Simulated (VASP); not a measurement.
# Rh (P6_3/mmc) in VASP: further runs

The runs below take Rh through single point, with PBEsol.

Program: VASP 6.6.1. These are calculated values, not measurements. Logs are shortened: lines on timing, memory, paths and dates and some standing lists are left out, and cuts for length are marked.

### Step 1. The cell of the first run

It takes space group P6_3/mmc (No. 194, hexagonal). Conventional cell: a = 2.713 Å, b = 2.713 Å, c = 4.399 Å, α = 90.00°, β = 90.00°, γ = 120.00°. Rh (site symmetry -6m2) has 12 Rh at 2.70 to 2.71 Å within 3.6 Å.

### Step 2. Single point, PBEsol

Contents of INCAR:

```
SYSTEM = Rh
PREC = Accurate ; ENCUT = 520
EDIFF = 1E-7 ; ISMEAR = 0
SIGMA = 0.1 ; LREAL = .FALSE.
LASPH = .TRUE. ; NELM = 80
ALGO = Normal ; ISIF = 2
LWAVE = .FALSE. ; LCHARG = .FALSE.
GGA = PS ; NBANDS = 22
```

Contents of KPOINTS:

```
Automatic mesh
0
G
  12 12 7
  0 0 0
```

Contents of POSCAR:

```
Rh
1.0
    2.7126497693      0.0000000000      0.0000000000
   -1.3563248847      2.3492236159      0.0000000000
    0.0000000000      0.0000000000      4.3987667018
Rh
2
Direct
    0.6666666667      0.3333333333      0.7500000000
    0.3333333333      0.6666666667      0.2500000000
```

Potentials or basis: VASP PAW PBE potentials, release 64 (Rh_pv).

Command:

```sh
cat potpaw_PBE.64/Rh_pv/POTCAR > POTCAR
mpirun -np 1 vasp_std > vasp.out
```

OUTCAR:

```text
SYSTEM = Rh
   PREC = Accurate
   ENCUT = 520
   EDIFF = 1E-7
   ISMEAR = 0
   LREAL = .FALSE.
   LASPH = .TRUE.
   NELM = 80
   ISIF = 2
   GGA = PS

 ion  position               nearest neighbor table
   1  0.667  0.333  0.750-   2 2.70   2 2.70   2 2.70   2 2.70   2 2.70   2 2.70
   2  0.333  0.667  0.250-   1 2.70   1 2.70   1 2.70   1 2.70   1 2.70   1 2.70

  LATTYP: Found a hexagonal cell.
 ALAT       =     2.7126497693
 C/A-ratio  =     1.6215756091

  Lattice vectors:

 A1 = (   2.7126497693,   0.0000000000,   0.0000000000)
 A2 = (  -1.3563248847,   2.3492236159,   0.0000000000)
 A3 = (   0.0000000000,   0.0000000000,   4.3987667018)

Analysis of symmetry for initial positions (statically):
=====================================================================
 Subroutine PRICEL returns:
 Original cell was already a primitive cell.

 Routine SETGRP: Setting up the symmetry group for a
 hexagonal supercell.

 Subroutine GETGRP returns: Found 24 space group operations
 (whereof 12 operations were pure point group operations)
 out of a pool of 24 trial point group operations.

The static configuration has the point symmetry D_3d.
 The point group associated with its full space group is D_6h.

Analysis of symmetry for dynamics (positions and initial velocities):
=====================================================================
 Subroutine PRICEL returns:
 Original cell was already a primitive cell.

 Routine SETGRP: Setting up the symmetry group for a
 hexagonal supercell.

 Subroutine GETGRP returns: Found 24 space group operations
 (whereof 12 operations were pure point group operations)
 out of a pool of 24 trial point group operations.

The dynamic configuration has the point symmetry D_3d.
 The point group associated with its full space group is D_6h.

 Subroutine INISYM returns: Found 24 space group operations
 (whereof 12 operations are pure point group operations),
 and found     1 'primitive' translations

----------------------------------------------------------------------------------------

                                     Primitive cell

  volume of cell :      28.0317

  direct lattice vectors                    reciprocal lattice vectors
     2.712649769  0.000000000  0.000000000     0.368643240  0.212836273  0.000000000
    -1.356324885  2.349223616  0.000000000     0.000000000  0.425672547  0.000000000
     0.000000000  0.000000000  4.398766702     0.000000000  0.000000000  0.227336449

  length of vectors
     2.712649769  2.712649773  4.398766702     0.425672548  0.425672547  0.227336449

  position of ions in fractional coordinates (direct lattice)
     0.666666667  0.333333333  0.750000000
     0.333333333  0.666666667  0.250000000

  ion indices of the primitive-cell ions
   primitive index   ion index
                 1           1
                 2           2

----------------------------------------------------------------------------------------

 KPOINTS: Automatic mesh

Automatic generation of k-mesh.
 Grid dimensions read from file:
 generate k-points for:   12   12    7

 Generating k-lattice:

  Cartesian coordinates                     Fractional coordinates (reciprocal lattice)
     0.030720270  0.017736356  0.000000000     0.083333333 -0.000000000  0.000000000
     0.000000000  0.035472712  0.000000000     0.000000000  0.083333333  0.000000000
     0.000000000  0.000000000  0.032476636     0.000000000  0.000000000  0.142857143

  Length of vectors
     0.035472712  0.035472712  0.032476636

  Shift w.r.t. Gamma in fractional coordinates (k-lattice)
     0.000000000  0.000000000  0.000000000

 Subroutine IBZKPT returns following result:
 ===========================================

 Found     76 irreducible k-points:

 Following reciprocal coordinates:
            Coordinates               Weight
  0.000000  0.000000  0.000000      1.000000
  0.083333  0.000000  0.000000      6.000000
  0.166667  0.000000  0.000000      6.000000
  0.250000  0.000000  0.000000      6.000000
  0.333333  0.000000  0.000000      6.000000
  0.416667 -0.000000  0.000000      6.000000
[... 16 lines left out ...]
  0.250000  0.000000  0.142857     12.000000
  0.333333  0.000000  0.142857     12.000000
 [... further k-points ...]
   k-points           NKPTS =     76   k-points in BZ     NKDIM =     76   number of bands    NBANDS=     22
   number of dos      NEDOS =    301   number of ions     NIONS =      2
   total plane-waves  NPLWV =  14400
   dimension x,y,z NGX =    20 NGY =   20 NGZ =   36
   dimension x,y,z NGXF=    40 NGYF=   40 NGZF=   72
   ions per type =               2
   NGX,Y,Z   is equivalent  to a cutoff of  12.26, 12.26, 13.61 a.u.
   NGXF,Y,Z  is equivalent  to a cutoff of  24.51, 24.51, 27.21 a.u.
 SYSTEM =  Rh
   PREC   = accura    normal or accurate (medium, high low for compatibility)
   ISTART =      0    job   : 0-new  1-cont  2-samecut
   ICHARG =      2    charge: 1-file 2-atom 10-const
   ISPIN  =      1    spin polarized calculation?
   LNONCOLLINEAR =      F non collinear calculations
   LSORBIT =      F    spin-orbit coupling
   LASPH  =      T    aspherical Exc in radial PAW
   ENCUT  =  520.0 eV  38.22 Ry    6.18 a.u.   5.04  5.04  8.18*2*pi/ulx,y,z
   NELM   =     80;   NELMIN=  2; NELMDL= -5     # of ELM steps
   EDIFF  = 0.1E-06   stopping-criterion for ELM
   LREAL  =      F    real-space projection
   EDIFFG = 0.1E-05   stopping-criterion for IOM
   NSW    =      0    number of steps for IOM
   IBRION =     -1    ionic relax: 0-MD 1-quasi-New 2-CG
   NFREE  =      0    steps in history (QN), initial steepest desc. (CG)
   ISIF   =      2    stress and relaxation
   ISYM   =      2    0-nonsym 1-usesym 2-fastsym
   POTIM  = 0.5000    time-step for ionic-motion
   TEBEG  =    0.0;   TEEND  =   0.0 temperature during run
   PSTRESS=    0.0 pullay stress
   NELECT =      30.0000    total number of electrons
   NUPDOWN=      -1.0000    fix difference up-down
   EMIN   =  10.00;   EMAX   =-10.00  energy-range for DOS
   EFERMI =   0.00;   METHOD = LEGACY
   ISMEAR =     0;   SIGMA  =   0.10  broadening in eV -4-tet -1-fermi 0-gaus
   EFERMI_NEDOS =   21; number of points for ismear=-14 and -15
   IALGO  =     38    algorithm
   IMIX   =      4    mixing-type and parameters
     AMIX     =   0.40;   BMIX     =  1.00
     AMIX_MAG =   1.60;   BMIX_MAG =  1.00
  volume/ion in A,a.u.               =      14.02        94.58
  Fermi-wavevector in a.u.,A,eV,Ry     =   1.674553  3.164446 38.152477  2.804128
  Thomas-Fermi vector in A             =   2.759328
   LORBIT       =      0    0 simple, 1 ext, 2 COOP (PROOUT), +10 PAW based schemes
   GGA     = PS    functional components
   LHFCALC =     F    Hartree Fock is set to
   AEXX    =    0.0000 exact exchange contribution
   IVDW    =     0    specifies the selected vdW correction
   LEPSILON=     F    determine dielectric tensor
   LRPA    =     F    only Hartree local field effects (RPA)
 non-spin polarized calculation
 Gauss-broadening in eV      SIGMA  =   0.10
  energy-cutoff  :      520.00
  volume of cell :       28.03
 maximum number of plane-waves:       769
   NGX = 11   NGY = 11   NGZ = 17

 number of electron      30.0000008 magnetization

 Free energy of the ion-electron system (eV)
  ---------------------------------------------------
  ext. energy  EPLUGINS =         0.00000000
  ---------------------------------------------------
  free energy    TOTEN  =       -16.17714646 eV

  energy without entropy =      -16.15954321  energy(sigma->0) =      -16.16834483

 E-fermi :  11.5128     XC(G=0): -14.0935

 val. band max:       11.5028637543   @ k =   0.4167   0.1667   0.1429
 cond. band min:      11.5186815056   @ k =   0.0833   0.0000   0.4286
 fundamental gap:      0.0158177513
 Fermi energy:        11.5128162857

 k-point     1 :       0.0000    0.0000    0.0000
  band No.  band energies     occupation
      1     -35.5921      2.00000
      2     -34.9785      2.00000
      3     -34.9785      2.00000
      4     -34.8911      2.00000
      5     -34.8788      2.00000
      6     -34.8788      2.00000
[... 14 lines left out ...]
     21      29.5021      0.00000
     22      30.1416      0.00000

 k-point     2 :       0.0833    0.0000    0.0000
  band No.  band energies     occupation
      1     -35.5770      2.00000
      2     -35.0130      2.00000
      3     -34.9896      2.00000
      4     -34.9146      2.00000
      5     -34.8973      2.00000
      6     -34.8844      2.00000
[... 14 lines left out ...]
     21      29.7747      0.00000
     22      30.2839      0.00000

 k-point     3 :       0.1667    0.0000    0.0000
  band No.  band energies     occupation
      1     -35.5338      2.00000
      2     -35.1074      2.00000
      3     -35.0194      2.00000
      4     -35.0110      2.00000
      5     -34.9161      2.00000
      6     -34.9002      2.00000
[... 14 lines left out ...]
     21      30.0132      0.00000
     22      30.1923      0.00000

 k-point     4 :       0.2500    0.0000    0.0000
  band No.  band energies     occupation
      1     -35.4689      2.00000
      2     -35.2366      2.00000
      3     -35.1394      2.00000
      4     -35.0587      2.00000
      5     -34.9477      2.00000
      6     -34.9230      2.00000
[... 14 lines left out ...]
     21      28.2603      0.00000
     22      28.7313      0.00000

 k-point     5 :       0.3333    0.0000    0.0000
  band No.  band energies     occupation
      1     -35.3926      2.00000
      2     -35.3659      2.00000
      3     -35.2642      2.00000
      4     -35.0969      2.00000
      5     -34.9905      2.00000
      6     -34.9465      2.00000
[... 417 lines left out ...]
 k-point    22 :       0.1667    0.0000    0.1429
  band No.  band energies     occupation
      1     -35.5084      2.00000
      2     -35.0989      2.00000
      3     -35.0361      2.00000
      4     -35.0135      2.00000
      5     -34.9264      2.00000
      6     -34.9062      2.00000
[... 14 lines left out ...]
     21      29.4770      0.00000
     22      29.9237      0.00000

 k-point    23 :       0.2500    0.0000    0.1429
  band No.  band energies     occupation
      1     -35.4587      2.00000
      2     -35.2194      2.00000
      3     -35.1602      2.00000
      4     -35.0520      2.00000
      5     -34.9548      2.00000
      6     -34.9297      2.00000
[... 14 lines left out ...]
     21      28.5274      0.00000
     22      28.5553      0.00000

 k-point    24 :       0.3333    0.0000    0.1429
  band No.  band energies     occupation
      1     -35.4371      2.00000
      2     -35.3126      2.00000
      3     -35.2718      2.00000
      4     -35.0895      2.00000
      5     -34.9914      2.00000
      6     -34.9540      2.00000
[... 14 lines left out ...]
     21      26.7310      0.00000
     22      26.9668      0.00000

 [... further k-points ...]

------------------------ aborting loop because EDIFF is reached ----------------------------------------

  FORCE on cell =-STRESS in cart. coord.  units (eV):
  Direction    XX          YY          ZZ          XY          YZ          ZX
  --------------------------------------------------------------------------------------
  -------------------------------------------------------------------------------------
  Total       -1.5877816     -1.5877816     -1.6279706      0.0000000     -0.0000000      0.0000000
  in kB      -90.7511910    -90.7511913    -93.0482331      0.0000000     -0.0000000      0.0000000
  external PRESSURE =     -91.5168718 kB  Pullay stress =       0.0000000 kB

 VOLUME and BASIS-vectors are now :
 -----------------------------------------------------------------------------
  energy-cutoff  :      520.00
  volume of cell :       28.03
      direct lattice vectors                 reciprocal lattice vectors
     2.712649769  0.000000000  0.000000000     0.368643240  0.212836273  0.000000000
    -1.356324885  2.349223616  0.000000000     0.000000000  0.425672547  0.000000000
     0.000000000  0.000000000  4.398766702     0.000000000  0.000000000  0.227336449

 POSITION                                       TOTAL-FORCE (eV/Angst)
 -----------------------------------------------------------------------------------
      1.35632      0.78307      3.29908        -0.000000      0.000000      0.000000
     -0.00000      1.56615      1.09969         0.000000     -0.000000      0.000000
 -----------------------------------------------------------------------------------
    total drift:                                0.000000     -0.000000      0.000000

  FREE ENERGIE OF THE ION-ELECTRON SYSTEM (eV)
  ---------------------------------------------------
  free  energy   TOTEN  =       -16.1771464577 eV

  energy  without entropy=      -16.1595432111  energy(sigma->0) =      -16.16834483
```

Run time: 52 s. Hardware: 1 thread of Intel Xeon 8259CL, shared host; peak memory 0.13 GiB.

Results:

| Property | Result |
| --- | --- |
| Free energy | -16.1771 eV |
| Pressure | -9.2 GPa |
| Band gap on the k mesh | zero (band 15 reaches 12.10 eV, above the bottom of band 16 at 9.75 eV) |

Levels at points of the mesh, in eV from the Fermi level:
```
           k point  band 11  band 12  band 13  band 14  band 15  band 16  band 17  band 18  band 19  band 20
(0.00, 0.00, 0.00)    -2.98    -2.47    -2.47    -1.86    -1.86     0.12     0.12     0.62     8.33    15.82
(0.50, 0.00, 0.00)    -2.68    -2.22    -2.15     0.41     0.59     0.71     2.93     4.99    10.11    10.57
```

Caveat: the PAW data sets were made with another functional, which shifts forces and pressure a little.

### Step 3. Single point, PBEsol

This run uses another cell than the first one, of 14.30 Å³/atom, 1.020 times its volume.

Contents of INCAR:

```
SYSTEM = Rh
ALGO = Normal ; EDIFF = 1E-7
ENCUT = 520 ; GGA = PS
ISIF = 2 ; ISMEAR = 0
LASPH = .TRUE. ; LCHARG = .FALSE.
LREAL = .FALSE. ; LWAVE = .FALSE.
NBANDS = 22 ; NELM = 80
PREC = Accurate ; SIGMA = 0.1
```

Contents of KPOINTS:

```
k-points
0
G
  12 12 7
  0 0 0
```

Contents of POSCAR:

```
Rh
1.0
    2.7309790400      0.0000000000      0.0000000000
   -1.3654895200      2.3650972300      0.0000000000
    0.0000000000      0.0000000000      4.4284890000
Rh
2
Direct
    0.6666666667      0.3333333333      0.7500000000
    0.3333333333      0.6666666667      0.2500000000
```

Potentials or basis: VASP PAW PBE potentials, release 64 (Rh_pv).

Command:

```sh
cat potpaw_PBE.64/Rh_pv/POTCAR > POTCAR
mpirun -np 1 vasp_std > vasp.out
```

OUTCAR:

```text
SYSTEM = Rh
   EDIFF = 1E-7
   ENCUT = 520
   GGA = PS
   ISIF = 2
   ISMEAR = 0
   LASPH = .TRUE.
   LREAL = .FALSE.
   NELM = 80
   PREC = Accurate

 ion  position               nearest neighbor table
   1  0.667  0.333  0.750-   2 2.72   2 2.72   2 2.72   2 2.72   2 2.72   2 2.72
   2  0.333  0.667  0.250-   1 2.72   1 2.72   1 2.72   1 2.72   1 2.72   1 2.72

  LATTYP: Found a hexagonal cell.
 ALAT       =     2.7309790400
 C/A-ratio  =     1.6215756090

  Lattice vectors:

 A1 = (   2.7309790400,   0.0000000000,   0.0000000000)
 A2 = (  -1.3654895200,   2.3650972300,   0.0000000000)
 A3 = (   0.0000000000,   0.0000000000,   4.4284890000)

Analysis of symmetry for initial positions (statically):
=====================================================================
 Subroutine PRICEL returns:
 Original cell was already a primitive cell.

 Routine SETGRP: Setting up the symmetry group for a
 hexagonal supercell.

 Subroutine GETGRP returns: Found 24 space group operations
 (whereof 12 operations were pure point group operations)
 out of a pool of 24 trial point group operations.

The static configuration has the point symmetry D_3d.
 The point group associated with its full space group is D_6h.
[... 159 lines left out ...]

  energy without entropy =      -16.11813824  energy(sigma->0) =      -16.12725430

 E-fermi :  11.1485     XC(G=0): -13.9644

 val. band max:       11.1395202346   @ k =   0.4167   0.1667   0.1429
 cond. band min:      11.1539847492   @ k =   0.0833   0.0000   0.4286
 fundamental gap:      0.0144645146
 Fermi energy:        11.1485279144

 k-point     1 :       0.0000    0.0000    0.0000
  band No.  band energies     occupation
      1     -35.8706      2.00000
      2     -35.2977      2.00000
      3     -35.2977      2.00000
      4     -35.2173      2.00000
      5     -35.2045      2.00000
      6     -35.2045      2.00000
[... 589 lines left out ...]
     21      26.1996      0.00000
     22      26.4760      0.00000

 [... further k-points ...]

------------------------ aborting loop because EDIFF is reached ----------------------------------------

  FORCE on cell =-STRESS in cart. coord.  units (eV):
  Direction    XX          YY          ZZ          XY          YZ          ZX
  --------------------------------------------------------------------------------------
  -------------------------------------------------------------------------------------
  Total       -2.4473579     -2.4473579     -2.5132211      0.0000000      0.0000000      0.0000000
  in kB     -137.0834812   -137.0834817   -140.7726663      0.0000000      0.0000000      0.0000000
  external PRESSURE =    -138.3132097 kB  Pullay stress =       0.0000000 kB

 VOLUME and BASIS-vectors are now :
 -----------------------------------------------------------------------------
  energy-cutoff  :      520.00
  volume of cell :       28.60
      direct lattice vectors                 reciprocal lattice vectors
     2.730979040  0.000000000  0.000000000     0.366169050  0.211407799  0.000000000
    -1.365489520  2.365097230  0.000000000     0.000000000  0.422815598  0.000000000
     0.000000000  0.000000000  4.428489000     0.000000000  0.000000000  0.225810655

 POSITION                                       TOTAL-FORCE (eV/Angst)
 -----------------------------------------------------------------------------------
      1.36549      0.78837      3.32137        -0.000000      0.000000      0.000000
     -0.00000      1.57673      1.10712         0.000000     -0.000000      0.000000
 -----------------------------------------------------------------------------------
    total drift:                               -0.000000      0.000000     -0.000000

  FREE ENERGIE OF THE ION-ELECTRON SYSTEM (eV)
  ---------------------------------------------------
  free  energy   TOTEN  =       -16.1363703476 eV

  energy  without entropy=      -16.1181382440  energy(sigma->0) =      -16.12725430
```

OSZICAR:

```text
N       E                     dE             d eps       ncg     rms          rms(c)
DAV:   1     0.323597179638E+03    0.32360E+03   -0.18994E+04  3344   0.157E+03
DAV:   2    -0.103562276581E+02   -0.33395E+03   -0.32227E+03  3488   0.470E+02
DAV:   3    -0.173530533084E+02   -0.69968E+01   -0.69539E+01  3956   0.769E+01
DAV:   4    -0.173983374246E+02   -0.45284E-01   -0.45280E-01  3810   0.626E+00
DAV:   5    -0.173990218290E+02   -0.68440E-03   -0.68440E-03  3896   0.793E-01    0.143E+01
DAV:   6    -0.161779651549E+02    0.12211E+01   -0.29499E+00  3686   0.181E+01    0.420E+00
DAV:   7    -0.161446358796E+02    0.33329E-01   -0.44046E-02  3854   0.180E+00    0.204E+00
DAV:   8    -0.161369208194E+02    0.77151E-02   -0.91024E-03  3626   0.110E+00    0.384E-01
DAV:   9    -0.161363593056E+02    0.56151E-03   -0.46799E-04  3890   0.262E-01    0.331E-02
DAV:  10    -0.161363704727E+02   -0.11167E-04   -0.60180E-06  3906   0.240E-02    0.726E-03
DAV:  11    -0.161363705937E+02   -0.12097E-06   -0.77392E-07  3880   0.872E-03    0.122E-03
DAV:  12    -0.161363703289E+02    0.26480E-06   -0.33351E-08  2248   0.203E-03    0.325E-04
DAV:  13    -0.161363703476E+02   -0.18674E-07   -0.29185E-09  1942   0.465E-04
   1 F= -.16136370E+02 E0= -.16127254E+02  d E =-.182321E-01
```

It took 54 s on 1 thread of Intel Xeon 8259CL, shared host; peak memory 0.13 GiB.

Results:

- Free energy: -16.1364 eV
- Pressure: -13.8 GPa
- Band gap on the k mesh: zero (band 15 reaches 11.71 eV, above the bottom of band 16 at 9.44 eV)

Stress tensor (GPa, compression positive):
```
-13.71   0.00   0.00
  0.00 -13.71   0.00
  0.00   0.00 -14.08
```

Levels at points of the mesh, in eV from the Fermi level:
```
           k point  band 13  band 14  band 15  band 16  band 17  band 18
(0.00, 0.00, 0.00)    -2.39    -1.81    -1.81     0.11     0.11     0.65
(0.50, 0.00, 0.00)    -2.08     0.40     0.57     0.68     2.87     4.89
```

Caveat: the PAW data sets were made with another functional, which shifts forces and pressure a little.

[end of part 1 of 2]
